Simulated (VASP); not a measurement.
Here is a VASP 6.6.1 calculation.

The input INCAR:

```
SYSTEM = Mo
ALGO     = Normal         ! electronic algorithm
EDIFF    = 1E-7           ! SCF threshold, eV
ENCUT    = 520            ! plane-wave cutoff, eV
GGA      = PE             ! functional
ISIF     = 2              ! what is computed and relaxed
ISMEAR   = 0              ! smearing method
LASPH    = .TRUE.         ! aspherical terms in the spheres
LCHARG   = .FALSE.        ! write CHGCAR
LREAL    = .FALSE.        ! projectors in reciprocal space
LWAVE    = .FALSE.        ! write WAVECAR
NBANDS   = 13             ! bands
NELM     = 80             ! most SCF steps
PREC     = Accurate       ! precision mode
SIGMA    = 0.017          ! smearing width, eV
```

The input KPOINTS:

```
k-points
0
G
  12 12 12
  0 0 0
```

POSCAR

```
Mo
1.0
   -1.5838089719      1.5838089719      1.5838089719
    1.5838089719     -1.5838089719      1.5838089719
    1.5838089719      1.5838089719     -1.5838089719
Mo
1
Direct
    0.0000000000      0.0000000000      0.0000000000
```

Potentials or basis: VASP PAW PBE potentials, release 64 (Mo_sv).

Launch:

```sh
$ cat potpaw_PBE.64/Mo_sv/POTCAR > POTCAR
$ mpirun -np 1 vasp_std > vasp.out
```

Question: Predict the band gap on the k mesh.

Answer: Zero (band 7 reaches 16.22 eV, above the bottom of band 8 at 11.00 eV).

Question: What does it give for the pressure?

Answer: -1.4 GPa.
